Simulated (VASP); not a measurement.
# HfO2 (Fm-3m) in VASP: further runs, part 2 of 2

VASP 6.6.1.

## 3. Single point, LDA (volume scaled by 1.06)

Contents of INCAR:

```
SYSTEM = HfO2
ALGO = Normal
EDIFF = 1E-6
ENCUT = 520
GGA = CA
ISIF = 2
ISMEAR = -1
LASPH = .TRUE.
LCHARG = .FALSE.
LREAL = .FALSE.
LWAVE = .FALSE.
NBANDS = 18
NELM = 60
PREC = Accurate
SIGMA = 0.05
```

Contents of KPOINTS:

```
k-points
0
G
  9 9 9
  0 0 0
```

Contents of POSCAR:

```
HfO2
1.0
    0.0000000000      2.6076597933      2.6076597933
    2.6076597933      0.0000000000      2.6076597933
    2.6076597933      2.6076597933      0.0000000000
Hf O
1 2
Direct
    0.0000000000      0.0000000000      0.0000000000
    0.7500000000      0.7500000000      0.7500000000
    0.2500000000      0.2500000000      0.2500000000
```

Potentials or basis: VASP PAW LDA potentials, release 64 (Hf_pv, O).

The run is started by

```
$ cat potpaw_LDA.64/Hf_pv/POTCAR potpaw_LDA.64/O/POTCAR > POTCAR
$ mpirun -np 1 vasp_std > vasp.out
```

OUTCAR:

```text
SYSTEM = HfO2
   EDIFF = 1E-6
   ENCUT = 520
   GGA = CA
   ISIF = 2
   ISMEAR = -1
   LASPH = .TRUE.
   LREAL = .FALSE.
   NELM = 60
   PREC = Accurate

 ion  position               nearest neighbor table
   1  0.000  0.000  0.000-   2 2.26   2 2.26   2 2.26   2 2.26   3 2.26   3 2.26   3 2.26   3 2.26

   2  0.750  0.750  0.750-   1 2.26   1 2.26   1 2.26   1 2.26
   3  0.250  0.250  0.250-   1 2.26   1 2.26   1 2.26   1 2.26

  LATTYP: Found a face centered cubic cell.
 ALAT       =     5.2153195866

  Lattice vectors:

 A1 = (   0.0000000000,   2.6076597933,   2.6076597933)
 A2 = (   2.6076597933,   0.0000000000,   2.6076597933)
 A3 = (   2.6076597933,   2.6076597933,   0.0000000000)

Analysis of symmetry for initial positions (statically):
=====================================================================
 Subroutine PRICEL returns:
 Original cell was already a primitive cell.

 Routine SETGRP: Setting up the symmetry group for a
 face centered cubic supercell.

 Subroutine GETGRP returns: Found 48 space group operations
[... 9 lines left out ...]

 Routine SETGRP: Setting up the symmetry group for a
 face centered cubic supercell.

 Subroutine GETGRP returns: Found 48 space group operations
[... 11 lines left out ...]
                                     Primitive cell

  volume of cell :      35.4636

  direct lattice vectors                    reciprocal lattice vectors
     0.000000000  2.607659793  2.607659793    -0.191742804  0.191742804  0.191742804
     2.607659793  0.000000000  2.607659793     0.191742804 -0.191742804  0.191742804
     2.607659793  2.607659793  0.000000000     0.191742804  0.191742804 -0.191742804

  length of vectors
     3.687787846  3.687787846  3.687787846     0.332108278  0.332108278  0.332108278

  position of ions in fractional coordinates (direct lattice)
     0.000000000  0.000000000  0.000000000
     0.750000000  0.750000000  0.750000000
     0.250000000  0.250000000  0.250000000

  ion indices of the primitive-cell ions
   primitive index   ion index
                 1           1
                 2           2
                 3           3

----------------------------------------------------------------------------------------

 KPOINTS: k-points

Automatic generation of k-mesh.
 Grid dimensions read from file:
 generate k-points for:    9    9    9

 Generating k-lattice:

  Cartesian coordinates                     Fractional coordinates (reciprocal lattice)
    -0.021304756  0.021304756  0.021304756     0.111111111  0.000000000  0.000000000
     0.021304756 -0.021304756  0.021304756     0.000000000  0.111111111  0.000000000
     0.021304756  0.021304756 -0.021304756     0.000000000  0.000000000  0.111111111

  Length of vectors
     0.036900920  0.036900920  0.036900920

  Shift w.r.t. Gamma in fractional coordinates (k-lattice)
     0.000000000  0.000000000  0.000000000

 Subroutine IBZKPT returns following result:
 ===========================================

 Found     35 irreducible k-points:

 Following reciprocal coordinates:
            Coordinates               Weight
  0.000000  0.000000  0.000000      1.000000
  0.111111  0.000000  0.000000      8.000000
  0.222222  0.000000  0.000000      8.000000
  0.333333  0.000000  0.000000      8.000000
  0.444444  0.000000  0.000000      8.000000
  0.111111  0.111111  0.000000      6.000000
[... 16 lines left out ...]
 -0.333333  0.333333  0.000000     12.000000
  0.444444  0.444444  0.000000      6.000000
 [... further k-points ...]
   k-points           NKPTS =     35   k-points in BZ     NKDIM =     35   number of bands    NBANDS=     18
   number of dos      NEDOS =    301   number of ions     NIONS =      3
   total plane-waves  NPLWV =  21952
   dimension x,y,z NGX =    28 NGY =   28 NGZ =   28
   dimension x,y,z NGXF=    56 NGYF=   56 NGZF=   56
   ions per type =               1   2
   NGX,Y,Z   is equivalent  to a cutoff of  12.62, 12.62, 12.62 a.u.
   NGXF,Y,Z  is equivalent  to a cutoff of  25.24, 25.24, 25.24 a.u.
 SYSTEM =  HfO2
   PREC   = accura    normal or accurate (medium, high low for compatibility)
   ISTART =      0    job   : 0-new  1-cont  2-samecut
   ICHARG =      2    charge: 1-file 2-atom 10-const
   ISPIN  =      1    spin polarized calculation?
   LNONCOLLINEAR =      F non collinear calculations
   LSORBIT =      F    spin-orbit coupling
   LASPH  =      T    aspherical Exc in radial PAW
   ENCUT  =  520.0 eV  38.22 Ry    6.18 a.u.   6.86  6.86  6.86*2*pi/ulx,y,z
   NELM   =     60;   NELMIN=  2; NELMDL= -5     # of ELM steps
   EDIFF  = 0.1E-05   stopping-criterion for ELM
   LREAL  =      F    real-space projection
   EDIFFG = 0.1E-04   stopping-criterion for IOM
   NSW    =      0    number of steps for IOM
   IBRION =     -1    ionic relax: 0-MD 1-quasi-New 2-CG
   NFREE  =      0    steps in history (QN), initial steepest desc. (CG)
   ISIF   =      2    stress and relaxation
   ISYM   =      2    0-nonsym 1-usesym 2-fastsym
   POTIM  = 0.5000    time-step for ionic-motion
   TEBEG  =    0.0;   TEEND  =   0.0 temperature during run
   PSTRESS=    0.0 pullay stress
   NELECT =      22.0000    total number of electrons
   NUPDOWN=      -1.0000    fix difference up-down
   EMIN   =  10.00;   EMAX   =-10.00  energy-range for DOS
   EFERMI =   0.00;   METHOD = LEGACY
   ISMEAR =    -1;   SIGMA  =   0.05  broadening in eV -4-tet -1-fermi 0-gaus
   EFERMI_NEDOS =   21; number of points for ismear=-14 and -15
   IALGO  =     38    algorithm
   IMIX   =      4    mixing-type and parameters
     AMIX     =   0.40;   BMIX     =  1.00
     AMIX_MAG =   1.60;   BMIX_MAG =  1.00
  volume/ion in A,a.u.               =      11.82        79.77
  Fermi-wavevector in a.u.,A,eV,Ry     =   1.396223  2.638479 26.523724  1.949439
  Thomas-Fermi vector in A             =   2.519598
   LORBIT       =      0    0 simple, 1 ext, 2 COOP (PROOUT), +10 PAW based schemes
   GGA     = CA    functional components
   LHFCALC =     F    Hartree Fock is set to
   AEXX    =    0.0000 exact exchange contribution
   IVDW    =     0    specifies the selected vdW correction
   LEPSILON=     F    determine dielectric tensor
   LRPA    =     F    only Hartree local field effects (RPA)
 non-spin polarized calculation
  energy-cutoff  :      520.00
  volume of cell :       35.46
 maximum number of plane-waves:       966
   NGX = 13   NGY = 13   NGZ = 13

 number of electron      22.0000001 magnetization

 Free energy of the ion-electron system (eV)
  ---------------------------------------------------
  ext. energy  EPLUGINS =         0.00000000
  ---------------------------------------------------
  free energy    TOTEN  =       -32.60287307 eV

  energy without entropy =      -32.60287307  energy(sigma->0) =      -32.60287307

 E-fermi :   4.2801     XC(G=0): -11.8760

 val. band max:        3.2883983076   @ k =  -0.4444   0.4444   0.0000
 cond. band min:       6.7565340161   @ k =   0.4444   0.4444   0.0000
 fundamental gap:      3.4681357085
 Fermi energy:         4.2800787711

 k-point     1 :       0.0000    0.0000    0.0000
  band No.  band energies     occupation
      1     -26.5418      2.00000
      2     -26.5418      2.00000
      3     -26.5418      2.00000
      4     -14.6216      2.00000
      5     -11.8793      2.00000
      6      -1.5712      2.00000
[... 10 lines left out ...]
     17      12.6747      0.00000
     18      15.4371      0.00000

 k-point     2 :       0.1111    0.0000    0.0000
  band No.  band energies     occupation
      1     -26.5784      2.00000
      2     -26.5460      2.00000
      3     -26.5460      2.00000
      4     -14.4818      2.00000
      5     -11.9965      2.00000
      6      -1.4624      2.00000
[... 10 lines left out ...]
     17      12.4929      0.00000
     18      15.4318      0.00000

 k-point     3 :       0.2222    0.0000    0.0000
  band No.  band energies     occupation
      1     -26.6690      2.00000
      2     -26.5566      2.00000
      3     -26.5566      2.00000
      4     -14.1244      2.00000
      5     -12.2648      2.00000
      6      -1.1795      2.00000
[... 412 lines left out ...]
 k-point    23 :      -0.3333    0.3333    0.0000
  band No.  band energies     occupation
      1     -26.7529      2.00000
      2     -26.7345      2.00000
      3     -26.6016      2.00000
      4     -13.0463      2.00000
      5     -12.8237      2.00000
      6      -1.7348      2.00000
[... 10 lines left out ...]
     17      14.4885      0.00000
     18      15.2993      0.00000

 k-point    24 :       0.4444    0.4444    0.0000
  band No.  band energies     occupation
      1     -26.8470      2.00000
      2     -26.6270      2.00000
      3     -26.6270      2.00000
      4     -12.9700      2.00000
      5     -12.8617      2.00000
      6      -2.5827      2.00000
[... 10 lines left out ...]
     17      14.3069      0.00000
     18      15.4233      0.00000

 [... further k-points ...]
[... 5 lines left out ...]
  --------------------------------------------------------------------------------------
  -------------------------------------------------------------------------------------
  Total       -6.5546690     -6.5546690     -6.5546690     -0.0000000     -0.0000000     -0.0000000
  in kB     -296.1273784   -296.1273784   -296.1273784     -0.0000000     -0.0000000     -0.0000000
  external PRESSURE =    -296.1273784 kB  Pullay stress =       0.0000000 kB

 VOLUME and BASIS-vectors are now :
 -----------------------------------------------------------------------------
  energy-cutoff  :      520.00
  volume of cell :       35.46
      direct lattice vectors                 reciprocal lattice vectors
     0.000000000  2.607659793  2.607659793    -0.191742804  0.191742804  0.191742804
     2.607659793  0.000000000  2.607659793     0.191742804 -0.191742804  0.191742804
     2.607659793  2.607659793  0.000000000     0.191742804  0.191742804 -0.191742804

 POSITION                                       TOTAL-FORCE (eV/Angst)
 -----------------------------------------------------------------------------------
      0.00000      0.00000      0.00000         0.000000      0.000000      0.000000
      3.91149      3.91149      3.91149        -0.000000     -0.000000      0.000000
      1.30383      1.30383      1.30383         0.000000      0.000000     -0.000000
 -----------------------------------------------------------------------------------
    total drift:                                0.000000      0.000000      0.000000

  FREE ENERGIE OF THE ION-ELECTRON SYSTEM (eV)
  ---------------------------------------------------
  free  energy   TOTEN  =       -32.6028730748 eV

  energy  without entropy=      -32.6028730747  energy(sigma->0) =      -32.60287307
```

OSZICAR:

```text
N       E                     dE             d eps       ncg     rms          rms(c)
DAV:   1     0.848845716986E+02    0.84885E+02   -0.12427E+04  1260   0.119E+03
DAV:   2    -0.342757738004E+02   -0.11916E+03   -0.11593E+03  1632   0.281E+02
DAV:   3    -0.384067776852E+02   -0.41310E+01   -0.41110E+01  1462   0.454E+01
DAV:   4    -0.384337762151E+02   -0.26999E-01   -0.26987E-01  1568   0.397E+00
DAV:   5    -0.384339566307E+02   -0.18042E-03   -0.18041E-03  1412   0.316E-01    0.414E+01
DAV:   6    -0.329245114043E+02    0.55094E+01   -0.21583E+01  1288   0.311E+01    0.379E+01
DAV:   7    -0.327026595479E+02    0.22185E+00   -0.84543E-01  1392   0.724E+00    0.277E+01
DAV:   8    -0.326474643846E+02    0.55195E-01   -0.55964E-01  1380   0.609E+00    0.107E+01
DAV:   9    -0.326030686891E+02    0.44396E-01   -0.10960E-01  1348   0.272E+00    0.305E+00
DAV:  10    -0.326029131102E+02    0.15558E-03   -0.27515E-03  1508   0.374E-01    0.240E-01
DAV:  11    -0.326028718615E+02    0.41249E-04   -0.19561E-04  1420   0.111E-01    0.122E-01
DAV:  12    -0.326028730320E+02   -0.11705E-05   -0.78652E-06  1576   0.203E-02    0.129E-02
DAV:  13    -0.326028730748E+02   -0.42743E-07   -0.40686E-07   824   0.457E-03
   1 F= -.32602873E+02 E0= -.32602873E+02  d E =-.955408E-10
```

Run time: 8.1 s. Hardware: 1 thread of Intel Xeon 6975P-C (Granite Rapids), shared host; peak memory 0.15 GiB.

Results:

```
Free energy            : -32.6029 eV
Pressure               : -29.6 GPa
Band gap on the k mesh : 3.47 eV, indirect (least direct gap 3.58 eV)
```

Caveat: spin-orbit coupling is left out, which moves the levels of the heavy elements. A k mesh can miss the band edges.

## 4. Single point, PBEsol (volume scaled by 1.04)

Contents of INCAR:

```
SYSTEM = HfO2
ALGO = Normal ; EDIFF = 1E-6
ENCUT = 520 ; GGA = PS
ISIF = 2 ; ISMEAR = -1
LASPH = .True. ; LCHARG = .False.
LREAL = .False. ; LWAVE = .False.
NBANDS = 18 ; NELM = 100
PREC = Accurate ; SIGMA = 0.05
```

Contents of KPOINTS:

```
k-points
0
Gamma
  9 9 9
  0 0 0
```

Contents of POSCAR:

```
HfO2
1.0
    0.0000000000      2.5911551753      2.5911551753
    2.5911551753      0.0000000000      2.5911551753
    2.5911551753      2.5911551753      0.0000000000
Hf O
1 2
Direct
    0.0000000000      0.0000000000      0.0000000000
    0.7500000000      0.7500000000      0.7500000000
    0.2500000000      0.2500000000      0.2500000000
```

Potentials or basis: VASP PAW PBE potentials, release 64 (Hf_pv, O).

The run is started by

```
$ cat potpaw_PBE.64/Hf_pv/POTCAR potpaw_PBE.64/O/POTCAR > POTCAR
$ mpirun -np 1 vasp_std > vasp.out
```

Run time: 9 s. Hardware: 1 thread of Intel Xeon 6975P-C (Granite Rapids), shared host; peak memory 0.16 GiB.

Results (log left out):

| Quantity | Value |
| --- | --- |
| Free energy | -31.4143 eV |
| Pressure | -21.2 GPa |
| Band gap on the k mesh | 3.60 eV, indirect (least direct gap 3.72 eV) |

Levels at points of the mesh, in eV from the valence-band top:
```tsv
k point	band 7	band 8	band 9	band 10	band 11	band 12	band 13	band 14	band 15	band 16
(0.00, 0.00, 0.00)	-4.96	-4.96	-0.54	-0.54	-0.54	3.67	3.67	5.18	9.66	9.66
```

Caveat: the PAW data sets were made with another functional, which shifts forces and pressure a little; spin-orbit coupling is left out, which moves the levels of the heavy elements.

## 5. Summary

```tsv
level	potentials or basis	cell	gap on the mesh (eV)	pressure (GPa)
PBEsol	VASP PAW PBE potentials, release 64 (Hf_pv, O)	a = 3.641 Å, angles 60.0°, 3 atoms	3.66	-17.6
LDA	VASP PAW LDA potentials, release 64 (Hf_pv, O)	a = 3.688 Å, angles 60.0°, 3 atoms	3.47	-29.6
PBEsol	VASP PAW PBE potentials, release 64 (Hf_pv, O)	a = 3.664 Å, angles 60.0°, 3 atoms	3.60	-21.2
```

Alike in all rows: task single point; no spin polarisation; k mesh 9 × 9 × 9; cutoff (eV) 520; smearing fermi-dirac 0.05 eV.

Caveats: spin-orbit coupling is left out, which moves the levels of the heavy elements; the PAW data sets were made with another functional, which shifts forces and pressure a little (some runs).

Total energies depend on the potentials used, so only differences within one code and one set of settings carry meaning.
